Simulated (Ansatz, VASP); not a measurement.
## Cu in VASP and in Ansatz

INCAR

```
ALGO = Fast
EDIFF = 1E-6
ENCUT = 520
GGA = PE
ISIF = 2
ISMEAR = 0
LASPH = T
LCHARG = F
LREAL = F
LWAVE = F
NBANDS = 12
NELM = 100
PREC = Accurate
SIGMA = 0.15
```

Contents of KPOINTS:

```
k-points
0
Gamma
  24 24 24
```

File POSCAR:

```
Cu
1.0
   -1.4152000519      1.4152000519      1.4977062149
    1.4152000519     -1.4152000519      1.4977062149
    1.4152000519      1.4152000519     -1.4977062149
Cu
1
Direct
    0.0000000000      0.0000000000      0.0000000000
```

Input for Ansatz:

```yaml
crystal:
  lattice:
    - [-1.4152000519, 1.4152000519, 1.4977062149]
    - [1.4152000519, -1.4152000519, 1.4977062149]
    - [1.4152000519, 1.4152000519, -1.4977062149]
  atoms:
    - { symbol: Cu, position: [0.0, 0.0, 0.0] }
basis:
  ecutwfc: 520.0
kpoints:
  mp_grid: { grid: [24, 24, 24] }
hamiltonian:
  xc: pbe
  pseudopotentials: { kind: paw, azcp: { folder: soft_1 } }
scf:
  occupations: { method: gaussian, width: 0.15 }
output:
  forces: true
  stress: true
  eigenvalues: true
```

Alike in both runs: task single point; functional PBE; k mesh 24 × 24 × 24; occupations gaussian, width 0.15 eV; no spin polarisation.

|  | VASP | Ansatz |
| --- | --- | --- |
| version | VASP 6.6.1 | Ansatz 0.2.0 |
| potentials or method | VASP PAW PBE potentials, release 64 (Cu), cutoff 520 eV | scalar-relativistic, plane waves, PAW |
| valence electrons in the cell | 11 | 19 |

Ansatz gave:

- gap on the k mesh at the Fermi level (eV): none
- pressure (GPa): 0.0
- traceless stress, the component that is largest in VASP (GPa): 0.64

Question: What did VASP give for the same quantities?

Answer: gap on the k mesh at the Fermi level (eV): none; pressure (GPa): 0.8; traceless stress, the component that is largest in VASP (GPa): 0.65.

A gap of «none» marks a metal or a gap that the smearing closes. With one functional, cell and mesh, what is left measures potentials, basis and numerics. VASP's potentials hold 11 valence electrons a cell and Ansatz's 19, so a difference there can come from the potentials and not from the codes.
